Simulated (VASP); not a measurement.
Input of a VASP 6.6.1 run:

The input INCAR:

```
SYSTEM = Cr
PREC = Accurate ; ENCUT = 520
EDIFF = 1E-6 ; ISMEAR = 0
SIGMA = 0.15 ; LREAL = .FALSE.
LASPH = .TRUE. ; NELM = 60
ALGO = Fast ; ISIF = 2
LWAVE = .FALSE. ; LCHARG = .FALSE.
GGA = PS ; NBANDS = 12
```

Contents of KPOINTS:

```
regular mesh
0
G
  24 24 24
  0 0 0
```

Contents of POSCAR:

```
Cr
1.0
   -1.3698525000      1.3698525000      1.4779987500
    1.3698525000     -1.3698525000      1.4779987500
    1.3698525000      1.3698525000     -1.4779987500
Cr
1
Direct
    0.0000000000      0.0000000000      0.0000000000
```

Potentials or basis: VASP PAW PBE potentials, release 64 (Cr_pv).

Launch:

```console
$ cat potpaw_PBE.64/Cr_pv/POTCAR > POTCAR
$ mpirun -np 1 vasp_std > vasp.out
```

**Question.** Estimate the pressure.

**Answer.** 1.9 GPa.

**Question.** Estimate the band gap on the k mesh.

**Answer.** Zero (band 6 reaches 13.93 eV, above the bottom of band 7 at 10.67 eV).

Stress tensor (GPa, compression positive):
```
 10.76   0.00   0.00
  0.00  10.76   0.00
  0.00   0.00 -15.88
```

Caveat: the cell differs from its parent crystal (strain -0.050 along x and y, +0.025 along z); the PAW data sets were made with another functional, which shifts forces and pressure a little; the run has no spin polarisation, though such a crystal can be magnetic. Spin polarisation is off, so any magnetic state and its effect on volume and gap are missing.
